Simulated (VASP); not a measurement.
## InSb: single point with PBE

**What was measured.**

“Electronic Structure and Epitaxy of CdTe Shells on InSb Nanowires”, 2021, arxiv:2111.05126 quotes, for a bulk crystal of InSb: band gap 0.24 eV.

Crystal: InSb.

```
In Sb
1.0
     0.00000    3.31742    3.31742
     3.31742    0.00000    3.31742
     3.31742    3.31742    0.00000
In Sb
1 1
Direct
  0.00000 0.00000 0.00000
  0.25000 0.25000 0.25000
```

| Item | Value |
| --- | --- |
| Program | VASP 6.6.1 |
| Task | single point |
| Functional | PBE |
| Potentials or basis | VASP PAW PBE potentials, release 64 (In_d, Sb) |
| Cutoff | 520 eV |
| k mesh | 12 × 12 × 12 |
| Occupations | gaussian, width 0.1 eV |
| Spin | no spin polarisation |
| Dipole correction | no |
| Further INCAR settings | ALGO = Normal; EDIFF = 1e-06; NBANDS = 16 |

The pressure is 0.0 GPa and the band gap on the k mesh is zero (filled and empty bands touch).

Levels at points of the mesh, in eV from the Fermi level:
```tsv
k point	band 7	band 8	band 9	band 10	band 11	band 12
(0.00, 0.00, 0.00)	-0.65	-0.06	-0.06	-0.06	2.90	2.90
(0.50, 0.00, 0.00)	-5.36	-0.96	-0.96	0.36	3.74	3.74
(0.50, 0.50, 0.00)	-5.68	-2.10	-2.10	1.30	1.41	7.67
```

Run time: 72 s on 1 thread of Intel(R) Xeon(R) Platinum 8375C CPU @ 2.90GHz (Ice Lake), with other jobs on the host, peak memory 0.25 GiB.

A measured gap of InSb is 0.24 eV (quoted in “Electronic Structure and Epitaxy of CdTe Shells on InSb Nanowires”, 2021, arxiv:2111.05126); the calculated 0.00 eV misses it by -0.24 eV. Spin-orbit coupling on In, Sb is left out. The value is that of PBE on a finite k mesh, which can miss the band edges, without temperature or zero-point motion. Semilocal functionals fall short of measured gaps as a rule.

Caveat: semilocal functionals underestimate gaps, so a narrow gap can read as zero; spin-orbit coupling is left out, which moves the levels of the heavy elements.
